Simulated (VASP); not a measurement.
A run of VASP 6.6.1 is set up as follows.

Contents of INCAR:

```
SYSTEM = ZrTa3
ALGO     = Normal         ! electronic algorithm
EDIFF    = 1E-6           ! SCF threshold, eV
EDIFFG   = -0.04          ! ionic threshold
ENCUT    = 600            ! plane-wave cutoff, eV
GGA      = PE             ! functional
IBRION   = 2              ! ionic algorithm
ISIF     = 3              ! what is computed and relaxed
ISMEAR   = 0              ! smearing method
LASPH    = .True.         ! aspherical terms in the spheres
LCHARG   = .False.        ! write CHGCAR
LREAL    = .False.        ! projectors in reciprocal space
LWAVE    = .False.        ! write WAVECAR
NELM     = 100            ! most SCF steps
NSW      = 90             ! ionic steps
PREC     = Accurate       ! precision mode
SIGMA    = 0.1            ! smearing width, eV
```

KPOINTS

```
k-points
0
Gamma
  4 4 4
  0 0 0
```

POSCAR

```
ZrTa3
1.0
    4.0161523607      0.0000000000      0.0000000000
    0.0000000000      4.0161523607      0.0000000000
    0.0000000000      0.0000000000      4.0161523607
Zr Ta
1 3
Direct
    0.0000000000      0.0000000000      0.0000000000
    0.0000000000      0.5000000000      0.5000000000
    0.5000000000      0.0000000000      0.5000000000
    0.5000000000      0.5000000000      0.0000000000
```

Potentials or basis: VASP PAW PBE potentials, release 64 (Zr_sv, Ta_pv).

Run with:

```bash
$ cat potpaw_PBE.64/Zr_sv/POTCAR potpaw_PBE.64/Ta_pv/POTCAR > POTCAR
$ mpirun -np 1 vasp_std > vasp.out
```

(1) What does it give for the band gap on the k mesh?

(2) Estimate the space group after relaxing (to 0.1 Å).

## Answers

(1) zero (an odd number of electrons rules out a gap without spin polarisation).

(2) Pm-3m (No. 221).

Caveat: the k points lie up to 0.37 Å⁻¹ apart in the final cell, too coarse for converged energies and pressures of a metal; spin-orbit coupling is left out, which moves the levels of the heavy elements.
